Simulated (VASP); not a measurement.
# ZnS (P6_3mc) in VASP: a series of runs, part 2 of 2

VASP 6.6.1.

## (5) Single point, PBEsol (volume 20.759 Å^3 an atom, c/a of the conventional cell 1.7446)

INCAR reads:

```
  PREC = Accurate
  ENCUT = 520
  EDIFF = 1E-7
  ISMEAR = 0
  SIGMA = 0.05
  LREAL = False
  LASPH = True
  NELM = 100
  ALGO = Normal
  ISIF = 2
  LWAVE = False
  LCHARG = False
  GGA = PS
  NBANDS = 26
```

KPOINTS reads:

```
Automatic mesh
0
Gamma
  9 9 6
```

POSCAR reads:

```
ZnS
1.0
    3.8020104551      0.0000000000      0.0000000000
   -1.9010052276      3.2926376396      0.0000000000
    0.0000000000      0.0000000000      6.6329874401
Zn S
2 2
Direct
    0.3333333333      0.6666666667      0.0054424479
    0.6666666667      0.3333333333      0.5054424479
    0.3333333333      0.6666666667      0.3795575521
    0.6666666667      0.3333333333      0.8795575521
```

Potentials or basis: VASP PAW PBE potentials, release 64 (Zn, S).

On the command line:

```bash
$ cat potpaw_PBE.64/Zn/POTCAR potpaw_PBE.64/S/POTCAR > POTCAR
$ mpirun -np 1 vasp_std > vasp.out
```

OUTCAR:

```text
PREC = Accurate
   ENCUT = 520
   EDIFF = 1E-7
   ISMEAR = 0
   LREAL = False
   LASPH = True
   NELM = 100
   ISIF = 2
   GGA = PS

 ion  position               nearest neighbor table
   1  0.333  0.667  0.005-   4 2.35   4 2.35   4 2.35   3 2.48
   2  0.667  0.333  0.505-   3 2.35   3 2.35   3 2.35   4 2.48
   3  0.333  0.667  0.380-   2 2.35   2 2.35   2 2.35   1 2.48
   4  0.667  0.333  0.880-   1 2.35   1 2.35   1 2.35   2 2.48

  LATTYP: Found a hexagonal cell.
 ALAT       =     3.8020104551
[... 888 lines left out ...]
     25      11.1475      0.00000
     26      11.1475      0.00000

 [... further k-points ...]
[... 5 lines left out ...]
  --------------------------------------------------------------------------------------
  -------------------------------------------------------------------------------------
  Total       -1.2701322     -1.2701322     -4.6021102      0.0000000      0.0000000      0.0000000
  in kB      -24.5071659    -24.5071659    -88.7975896      0.0000000      0.0000000      0.0000000
  external PRESSURE =     -45.9373071 kB  Pullay stress =       0.0000000 kB

 VOLUME and BASIS-vectors are now :
 -----------------------------------------------------------------------------
  energy-cutoff  :      520.00
  volume of cell :       83.04
      direct lattice vectors                 reciprocal lattice vectors
     3.802010455  0.000000000  0.000000000     0.263018740  0.151853940  0.000000000
    -1.901005228  3.292637640  0.000000000     0.000000000  0.303707881  0.000000000
     0.000000000  0.000000000  6.632987440     0.000000000  0.000000000  0.150761630

 POSITION                                       TOTAL-FORCE (eV/Angst)
 -----------------------------------------------------------------------------------
     -0.00000      2.19509      0.03610        -0.000000      0.000000      0.147968
      1.90101      1.09755      3.35259         0.000000     -0.000000      0.147968
     -0.00000      2.19509      2.51760        -0.000000     -0.000000     -0.147968
      1.90101      1.09755      5.83409         0.000000     -0.000000     -0.147968
 -----------------------------------------------------------------------------------
    total drift:                               -0.000000     -0.000000      0.001075

  FREE ENERGIE OF THE ION-ELECTRON SYSTEM (eV)
  ---------------------------------------------------
  free  energy   TOTEN  =       -15.0003316497 eV

  energy  without entropy=      -15.0003316497  energy(sigma->0) =      -15.00033165
```

stdout:

```text
POSCAR found type information on POSCAR ZnS
 POSCAR found :  2 types and       4 ions
 scaLAPACK will be used
 -----------------------------------------------------------------------------
|                                                                             |
|                                                                             |
|     You enforced a specific xc type in the INCAR file but a different       |
|     I HOPE YOU KNOW WHAT YOU ARE DOING!                                     |
|                                                                             |
 -----------------------------------------------------------------------------

 LDA part: xc-table for (Slater+PW92), standard interpolation
 POSCAR, INCAR and KPOINTS ok, starting setup
 FFT: planning ... GRIDC
 FFT: planning ... GRID_SOFT
 FFT: planning ... GRID
 WAVECAR not read
 entering main loop
```

Run time: 1.7 min. Hardware: 1 thread of AMD EPYC 7R43 (Zen 3), shared host; peak memory 0.2 GiB.

What came out:

- Free energy: -15.0003 eV
- Pressure: -4.6 GPa
- Largest force: 0.148 eV/Å
- Band gap on the k mesh: 1.66 eV, direct

Forces on the atoms (eV/Å):
```
Zn   0.000  0.000  0.148
Zn   0.000  0.000  0.148
S    0.000  0.000 -0.148
S    0.000  0.000 -0.148
```

Stress tensor (GPa, compression positive):
```
-2.45  0.00  0.00
 0.00 -2.45  0.00
 0.00  0.00 -8.88
```

Caveat: the PAW data sets were made with another functional, which shifts forces and pressure a little.

## (6) Single point, PBEsol (volume 20.759 Å^3 an atom, c/a of the conventional cell 1.5453)

INCAR reads:

```
PREC     = Accurate       # precision mode
ENCUT    = 520            # plane-wave cutoff, eV
EDIFF    = 1E-6           # SCF threshold, eV
ISMEAR   = 0              # smearing method
SIGMA    = 0.05           # smearing width, eV
LREAL    = F              # projectors in reciprocal space
LASPH    = T              # aspherical terms in the spheres
NELM     = 100            # most SCF steps
ALGO     = Normal         # electronic algorithm
ISIF     = 2              # what is computed and relaxed
LWAVE    = F              # write WAVECAR
LCHARG   = F              # write CHGCAR
GGA      = PS             # functional
NBANDS   = 26             # bands
```

KPOINTS is that of step 5.

POSCAR reads:

```
ZnS
1.0
    3.9588981419      0.0000000000      0.0000000000
   -1.9794490710      3.4285063619      0.0000000000
    0.0000000000      0.0000000000      6.1176852987
Zn S
2 2
Direct
    0.3333333333      0.6666666667      0.0054424479
    0.6666666667      0.3333333333      0.5054424479
    0.3333333333      0.6666666667      0.3795575521
    0.6666666667      0.3333333333      0.8795575521
```

Potentials or basis: VASP PAW PBE potentials, release 64 (Zn, S).

On the command line:

```bash
$ cat potpaw_PBE.64/Zn/POTCAR potpaw_PBE.64/S/POTCAR > POTCAR
$ mpirun -np 1 vasp_std > vasp.out
```

Run time: 94 s. Hardware: 1 thread of AMD EPYC 7R43 (Zen 3), shared host; peak memory 0.21 GiB.

Results (log left out):

```
Free energy            : -14.9976 eV
Pressure               : -4.5 GPa
Largest force          : 0.360 eV/Å
Band gap on the k mesh : 1.84 eV, direct
```

Forces in eV/Å, atoms in the order of the input:
```
Zn   0.000  0.000 -0.360
Zn   0.000  0.000 -0.360
S    0.000  0.000  0.360
S    0.000  0.000  0.360
```

Stress tensor (GPa, compression positive):
```
-6.91  0.00  0.00
 0.00 -6.91  0.00
 0.00  0.00  0.44
```

Levels at points of the mesh, in eV from the valence-band top:
```csv
k point,band 16,band 17,band 18,band 19,band 20,band 21
"(0.00, 0.00, 0.00)",-0.06,-0.06,0.00,1.84,2.50,6.00
"(0.00, 0.00, 0.50)",-0.58,-0.58,-0.58,3.11,3.11,6.46
```

Caveat: the PAW data sets were made with another functional, which shifts forces and pressure a little.

## (7) The runs side by side

| cell | gap on the mesh (eV) | pressure (GPa) | largest force (eV/Å) |
| --- | --- | --- | --- |
| a = 3.604, b = 3.604, c = 6.288 Å, angles 90.0, 90.0, 120.0°, 4 atoms | 2.28 | 8.7 | 0.58 |
| a = 3.830, b = 3.830, c = 5.569 Å, angles 90.0, 90.0, 120.0°, 4 atoms | 2.15 | 11.1 | 1.93 |
| a = 3.679, b = 3.679, c = 6.820 Å, angles 90.0, 90.0, 120.0°, 4 atoms | 1.51 | -1.1 | 0.34 |
| a = 3.802, b = 3.802, c = 6.633 Å, angles 90.0, 90.0, 120.0°, 4 atoms | 1.66 | -4.6 | 0.15 |
| a = 3.959, b = 3.959, c = 6.118 Å, angles 90.0, 90.0, 120.0°, 4 atoms | 1.84 | -4.5 | 0.36 |

Alike in all rows: task single point; level PBEsol; potentials or basis VASP PAW PBE potentials, release 64 (Zn, S); no spin polarisation; k mesh 9 × 9 × 6; cutoff (eV) 520; smearing gaussian 0.05 eV.

Caveats: the PAW data sets were made with another functional, which shifts forces and pressure a little.

Absolute energies hang on the potentials; compare differences alone.
